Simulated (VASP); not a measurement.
# Ge (Fd-3m) in VASP: notebook, part 2 of 2

VASP 6.6.1.

## (4) Single point, r2SCAN0

This run uses another cell than the first one, of 22.64 Å³/atom.

Input file POSCAR:

```
Ge
1.0
    0.0000000000      2.8289100000      2.8289100000
    2.8289100000      0.0000000000      2.8289100000
    2.8289100000      2.8289100000      0.0000000000
Ge
2
Direct
    0.7500000000      0.7500000000      0.7500000000
    0.5000000000      0.5000000000      0.5000000000
```

Input file INCAR.step1:

```
ALGO = Normal ; EDIFF = 1E-5
ENCUT = 520 ; GGA = PE
ISIF = 2 ; ISMEAR = -1
LASPH = True ; LCHARG = False
LREAL = False ; LWAVE = True
NBANDS = 21 ; NELM = 60
PREC = Accurate ; SIGMA = 0.05
```

Input file INCAR.step2:

```
AEXX = 0.25 ; ALGO = Normal
EDIFF = 1E-6 ; ENCUT = 520
ISIF = 2 ; ISMEAR = -1
ISTART = 1 ; LASPH = True
LCHARG = False ; LHFCALC = True
LMIXTAU = True ; LREAL = False
LWAVE = False ; METAGGA = R2SCAN
NBANDS = 21 ; NELM = 60
PREC = Accurate ; PRECFOCK = Normal
SIGMA = 0.05
```

Input file KPOINTS:

```
k-points
0
Gamma
  4 4 4
```

Potentials or basis: VASP PAW PBE potentials, release 64 (Ge_d).

Started as:

```bash
$ cat potpaw_PBE.64/Ge_d/POTCAR > POTCAR
$ cp INCAR.step1 INCAR
$ mpirun -np 1 vasp_std > vasp.out
$ cp INCAR.step2 INCAR
$ mpirun -np 1 vasp_std > vasp.out
```

OUTCAR:

```text
AEXX = 0.25
   EDIFF = 1E-6
   ENCUT = 520
   ISIF = 2
   ISMEAR = -1
   ISTART = 1
   LASPH = True
   LHFCALC = True
   LREAL = False
   METAGGA = R2SCAN
   NELM = 60
   PREC = Accurate
   PRECFOCK = Normal

 ion  position               nearest neighbor table
   1  0.750  0.750  0.750-   2 2.45   2 2.45   2 2.45   2 2.45
   2  0.500  0.500  0.500-   1 2.45   1 2.45   1 2.45   1 2.45

  LATTYP: Found a face centered cubic cell.
 ALAT       =     5.6578200000

  Lattice vectors:

 A1 = (   0.0000000000,   2.8289100000,   2.8289100000)
 A2 = (   2.8289100000,   0.0000000000,   2.8289100000)
 A3 = (   2.8289100000,   2.8289100000,   0.0000000000)

Analysis of symmetry for initial positions (statically):
=====================================================================
 Subroutine PRICEL returns:
 Original cell was already a primitive cell.

 Routine SETGRP: Setting up the symmetry group for a
 face centered cubic supercell.

 Subroutine GETGRP returns: Found 48 space group operations
 (whereof 24 operations were pure point group operations)
 out of a pool of 48 trial point group operations.

The static configuration has the point symmetry T_d .
 The point group associated with its full space group is O_h .

Analysis of symmetry for dynamics (positions and initial velocities):
=====================================================================
 Subroutine PRICEL returns:
 Original cell was already a primitive cell.

 Routine SETGRP: Setting up the symmetry group for a
 face centered cubic supercell.

 Subroutine GETGRP returns: Found 48 space group operations
 (whereof 24 operations were pure point group operations)
 out of a pool of 48 trial point group operations.

The dynamic configuration has the point symmetry T_d .
 The point group associated with its full space group is O_h .

 Subroutine INISYM returns: Found 48 space group operations
 (whereof 24 operations are pure point group operations),
 and found     1 'primitive' translations

----------------------------------------------------------------------------------------

                                     Primitive cell

  volume of cell :      45.2780

  direct lattice vectors                    reciprocal lattice vectors
     0.000000000  2.828910000  2.828910000    -0.176746521  0.176746521  0.176746521
     2.828910000  0.000000000  2.828910000     0.176746521 -0.176746521  0.176746521
     2.828910000  2.828910000  0.000000000     0.176746521  0.176746521 -0.176746521

  length of vectors
     4.000682889  4.000682889  4.000682889     0.306133954  0.306133954  0.306133954

  position of ions in fractional coordinates (direct lattice)
     0.750000000  0.750000000  0.750000000
     0.500000000  0.500000000  0.500000000

  ion indices of the primitive-cell ions
   primitive index   ion index
                 1           1
                 2           2

----------------------------------------------------------------------------------------

 KPOINTS: k-points

Automatic generation of k-mesh.
 Grid dimensions read from file:
 generate k-points for:    4    4    4

 Generating k-lattice:

  Cartesian coordinates                     Fractional coordinates (reciprocal lattice)
    -0.044186630  0.044186630  0.044186630     0.250000000  0.000000000  0.000000000
     0.044186630 -0.044186630  0.044186630     0.000000000  0.250000000  0.000000000
     0.044186630  0.044186630 -0.044186630     0.000000000  0.000000000  0.250000000

  Length of vectors
     0.076533488  0.076533488  0.076533488

  Shift w.r.t. Gamma in fractional coordinates (k-lattice)
     0.000000000  0.000000000  0.000000000

 Subroutine IBZKPT returns following result:
 ===========================================

 Found      8 irreducible k-points:

 Following reciprocal coordinates:
            Coordinates               Weight
  0.000000  0.000000  0.000000      1.000000
  0.250000  0.000000  0.000000      8.000000
  0.500000  0.000000  0.000000      4.000000
  0.250000  0.250000  0.000000      6.000000
  0.500000  0.250000  0.000000     24.000000
 -0.250000  0.250000  0.000000     12.000000
  0.500000  0.500000  0.000000      3.000000
 -0.250000  0.500000  0.250000      6.000000
   k-points           NKPTS =      8   k-points in BZ     NKDIM =     64   number of bands    NBANDS=     21
   number of dos      NEDOS =    301   number of ions     NIONS =      2
   total plane-waves  NPLWV =  27000
   dimension x,y,z NGX =    30 NGY =   30 NGZ =   30
   dimension x,y,z NGXF=    60 NGYF=   60 NGZF=   60
   ions per type =               2
   NGX,Y,Z   is equivalent  to a cutoff of  12.47, 12.47, 12.47 a.u.
   NGXF,Y,Z  is equivalent  to a cutoff of  24.93, 24.93, 24.93 a.u.
 SYSTEM =  unknown system
   PREC   = accura    normal or accurate (medium, high low for compatibility)
   ISTART =      1    job   : 0-new  1-cont  2-samecut
   ICHARG =      0    charge: 1-file 2-atom 10-const
   ISPIN  =      1    spin polarized calculation?
   LNONCOLLINEAR =      F non collinear calculations
   LSORBIT =      F    spin-orbit coupling
   LASPH  =      T    aspherical Exc in radial PAW
   ENCUT  =  520.0 eV  38.22 Ry    6.18 a.u.   7.44  7.44  7.44*2*pi/ulx,y,z
   NELM   =     60;   NELMIN=  2; NELMDL=  0     # of ELM steps
   EDIFF  = 0.1E-05   stopping-criterion for ELM
   LREAL  =      F    real-space projection
   EDIFFG = 0.1E-04   stopping-criterion for IOM
   NSW    =      0    number of steps for IOM
   IBRION =     -1    ionic relax: 0-MD 1-quasi-New 2-CG
   NFREE  =      0    steps in history (QN), initial steepest desc. (CG)
   ISIF   =      2    stress and relaxation
   ISYM   =      3    0-nonsym 1-usesym 2-fastsym
   POTIM  = 0.5000    time-step for ionic-motion
   TEBEG  =    0.0;   TEEND  =   0.0 temperature during run
   PSTRESS=    0.0 pullay stress
   NELECT =      28.0000    total number of electrons
   NUPDOWN=      -1.0000    fix difference up-down
   EMIN   =  10.00;   EMAX   =-10.00  energy-range for DOS
   EFERMI =   0.00;   METHOD = LEGACY
   ISMEAR =    -1;   SIGMA  =   0.05  broadening in eV -4-tet -1-fermi 0-gaus
   EFERMI_NEDOS =   21; number of points for ismear=-14 and -15
   IALGO  =     38    algorithm
   IMIX   =      1    mixing-type and parameters
     AMIX     =   0.40;   BMIX     =  1.00
     AMIX_MAG =   1.60;   BMIX_MAG =  1.00
  volume/ion in A,a.u.               =      22.64       152.78
  Fermi-wavevector in a.u.,A,eV,Ry     =   1.394756  2.635708 26.468033  1.945346
  Thomas-Fermi vector in A             =   2.518275
   LORBIT       =      0    0 simple, 1 ext, 2 COOP (PROOUT), +10 PAW based schemes
   METAGGA = R2SCAN    functional components
   LHFCALC =     T    Hartree Fock is set to
   PRECFOCK=normal    Normal, Fast or Accurate (Low or Medium for compatibility)
   ENCUT4O =  -1.0   cutoff for four orbital integrals eV
   NKREDX  =     1    reduce k-point grid by
   NKREDY  =     1    reduce k-point grid by
   NKREDZ  =     1    reduce k-point grid by
   AEXX    =    0.2500 exact exchange contribution
   HFSCREEN=    0.0000 screening length (either q_TF or 0.3 A-1)
   HFSCREENC=   0.0000 screening length for correlation (either q_TF or 0.3 A-1)
   ENCUTFOCK=  -1.0 apply spherical cutoff to Coloumb kernel
   IVDW    =     0    specifies the selected vdW correction
   LEPSILON=     F    determine dielectric tensor
   LRPA    =     F    only Hartree local field effects (RPA)
 non-spin polarized calculation
  energy-cutoff  :      520.00
  volume of cell :       45.28
 maximum number of plane-waves:      1243
 NGX is ok and might be reduce to    30
  NGX = 24; NGY = 24; NGZ = 24

 number of electron      28.0000022 magnetization

 Free energy of the ion-electron system (eV)
  ---------------------------------------------------
  ext. energy  EPLUGINS =         0.00000000
  ---------------------------------------------------
  free energy    TOTEN  =       -25.84132981 eV

  energy without entropy =      -25.84132980  energy(sigma->0) =      -25.84132981

 E-fermi :   5.0538     XC(G=0):  -8.3962

 val. band max:        4.2122906274   @ k =   0.0000   0.0000   0.0000
 cond. band min:       5.9100873156   @ k =   0.5000   0.0000   0.0000
 fundamental gap:      1.6977966882
 Fermi energy:         5.0538041512

 k-point     1 :       0.0000    0.0000    0.0000
  band No.  band energies     occupation
      1     -24.2853      2.00000
      2     -24.2853      2.00000
      3     -24.2853      2.00000
      4     -24.2470      2.00000
      5     -24.2470      2.00000
      6     -24.0364      2.00000
[... 181 lines left out ...]
     20      17.6094      0.00000
     21      19.5865      0.00000

------------------------ aborting loop because EDIFF is reached ----------------------------------------

  FORCE on cell =-STRESS in cart. coord.  units (eV):
  Direction    XX          YY          ZZ          XY          YZ          ZX
  --------------------------------------------------------------------------------------
  -------------------------------------------------------------------------------------
  Total       -0.2079187     -0.2079187     -0.2079187      0.0000000      0.0000000     -0.0000000
  in kB       -7.3572706     -7.3572706     -7.3572706      0.0000000      0.0000000     -0.0000000
  external PRESSURE =      -7.3572706 kB  Pullay stress =       0.0000000 kB

 VOLUME and BASIS-vectors are now :
 -----------------------------------------------------------------------------
  energy-cutoff  :      520.00
  volume of cell :       45.28
      direct lattice vectors                 reciprocal lattice vectors
     0.000000000  2.828910000  2.828910000    -0.176746521  0.176746521  0.176746521
     2.828910000  0.000000000  2.828910000     0.176746521 -0.176746521  0.176746521
     2.828910000  2.828910000  0.000000000     0.176746521  0.176746521 -0.176746521

 POSITION                                       TOTAL-FORCE (eV/Angst)
 -----------------------------------------------------------------------------------
      4.24336      4.24336      4.24336         0.000000      0.000000      0.000000
      2.82891      2.82891      2.82891        -0.000000     -0.000000     -0.000000
 -----------------------------------------------------------------------------------
    total drift:                               -0.000009     -0.000001     -0.000004

  FREE ENERGIE OF THE ION-ELECTRON SYSTEM (eV)
  ---------------------------------------------------
  free  energy   TOTEN  =       -25.8413298093 eV

  energy  without entropy=      -25.8413298009  energy(sigma->0) =      -25.84132981
```

It took 31 min on 1 thread of AMD EPYC 7R43 (Zen 3), shared host; peak memory 0.13 GiB.

Results:

- Free energy: -25.8413 eV
- Pressure: -0.7 GPa
- Band gap on the k mesh: 1.70 eV (least direct gap 1.82 eV)

Levels at points of the mesh, in eV from the valence-band top:
| k point | band 10 | band 11 | band 12 | band 13 | band 14 | band 15 | band 16 | band 17 | band 18 | band 19 |
| --- | --- | --- | --- | --- | --- | --- | --- | --- | --- | --- |
| (0.00, 0.00, 0.00) | -28.23 | -14.45 | 0.00 | 0.00 | 0.00 | 1.82 | 4.04 | 4.04 | 4.04 | 8.36 |
| (0.50, 0.00, 0.00) | -28.21 | -12.05 | -8.53 | -1.59 | -1.59 | 1.70 | 5.35 | 5.35 | 8.98 | 12.74 |
| (0.50, 0.50, 0.00) | -28.19 | -9.98 | -9.98 | -3.49 | -3.49 | 2.13 | 2.13 | 11.91 | 11.91 | 14.05 |

Caveat: the k points lie up to 0.48 Å⁻¹ apart; the PAW data sets were made with another functional, which shifts forces and pressure a little.

## (5) Overview

```tsv
level	cell	screening parameter	gap on the mesh (eV)	pressure (GPa)
PBEsol-based screened hybrid with 25 % exact exchange	a = 3.986 Å, angles 60.0°, 2 atoms	0.207 1/Å	0.85	0.1
PBEsol-based screened hybrid with 25 % exact exchange	a = 4.001 Å, angles 60.0°, 2 atoms	0.207 1/Å	0.81	-0.8
r2SCAN0	a = 4.001 Å, angles 60.0°, 2 atoms	-	1.70	-0.7
```

Alike in all rows: task single point; potentials or basis VASP PAW PBE potentials, release 64 (Ge_d); no spin polarisation; k mesh 4 × 4 × 4; cutoff (eV) 520; smearing fermi-dirac 0.05 eV.

Caveats: all runs use coarse meshes; the PAW data sets were made with another functional, which shifts forces and pressure a little.

Absolute energies hang on the potentials; compare differences alone.
